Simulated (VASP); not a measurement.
Write the native input for VASP 6.6.1 that does the following.

```yaml
Task: single point
Functional: PBE
Potentials_or_basis: VASP PAW PBE potentials, release 64 (In_d)
Cutoff: 520 eV
k_mesh: 12 × 12 × 7
Occupations: fermi-dirac, width 0.1 eV
Spin: no spin polarisation
Dipole_correction: no
Further_INCAR_settings: ALGO = Normal; EDIFF = 1e-06; NBANDS = 20
```

The structure of In lies in POSCAR:

```
In
1.0
    3.4448076013      0.0000000000      0.0000000000
   -1.7224038006      2.9832908939      0.0000000000
    0.0000000000      0.0000000000      5.5987322072
In
2
Direct
    0.3333333333      0.6666666667      0.2500000000
    0.6666666667      0.3333333333      0.7500000000
```

This cell differs from its parent crystal: volume scaled by 1.04.

One way to write it, as run:

INCAR

```
ALGO = Normal ; EDIFF = 1E-6
ENCUT = 520 ; GGA = PE
ISIF = 2 ; ISMEAR = -1
LASPH = T ; LCHARG = F
LREAL = F ; LWAVE = F
NBANDS = 20 ; NELM = 80
PREC = Accurate ; SIGMA = 0.1
```

KPOINTS

```
k-points
0
Gamma
  12 12 7
```

Potentials or basis: VASP PAW PBE potentials, release 64 (In_d).

Launch:

```sh
$ cat potpaw_PBE.64/In_d/POTCAR > POTCAR
$ mpirun -np 1 vasp_std > vasp.out
```

It gave:

```yaml
Pressure: -1.2 GPa
Band_gap_on_the_k_mesh: zero (band 13 reaches 8.99 eV, above the bottom of band 14 at 4.48 eV)
```

Caveat: spin-orbit coupling is left out, which moves the levels of the heavy elements.

Wall time 30 s on 1 thread of Intel(R) Xeon(R) 6975P-C (Granite Rapids) (shared host), peak memory 0.21 GiB.
